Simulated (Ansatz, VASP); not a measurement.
## Two plane-wave programs on KGaH6

```
K Ga H
1.0
     6.08058    0.00000    0.00000
     0.00000    6.08058    0.00000
     0.00000    0.00000    6.08058
K Ga H
1 1 6
Direct
  0.00000 0.00000 0.00000
  0.50000 0.50000 0.50000
  0.56147 0.00000 0.00000
  0.43853 0.00000 0.00000
  0.00000 0.56147 0.00000
  0.00000 0.43853 0.00000
  0.00000 0.00000 0.56147
  0.00000 0.00000 0.43853
```

Alike in both runs: functional PBE; k mesh 6 × 6 × 6; occupations gaussian, width 0.1 eV; no spin polarisation.

Ansatz relaxed the structure, and its values are those at the end. VASP's run is a single point on that final structure, the one shown.

|  | VASP | Ansatz |
| --- | --- | --- |
| version | VASP 6.6.1 | Ansatz 0.2.0 |
| potentials or method | VASP PAW PBE potentials, release 64 (K_sv, Ga_d, H), cutoff 520 eV | scalar-relativistic, plane waves, PAW |
| valence electrons in the cell | 28 | 28 |

|  | VASP | Ansatz | Ansatz less VASP |
| --- | --- | --- | --- |
| gap on the k mesh at the Fermi level (eV) | none | none | - |
| pressure (GPa) | 0.0 | 0.0 | +0.07 |
| rms of the force components (eV/Å) | 0.005 | 0.002 | -0.0026 |

A gap of «none» marks a metal or a gap that the smearing closes. The functional is the same, so the differences come from potentials, cutoffs and numerics.
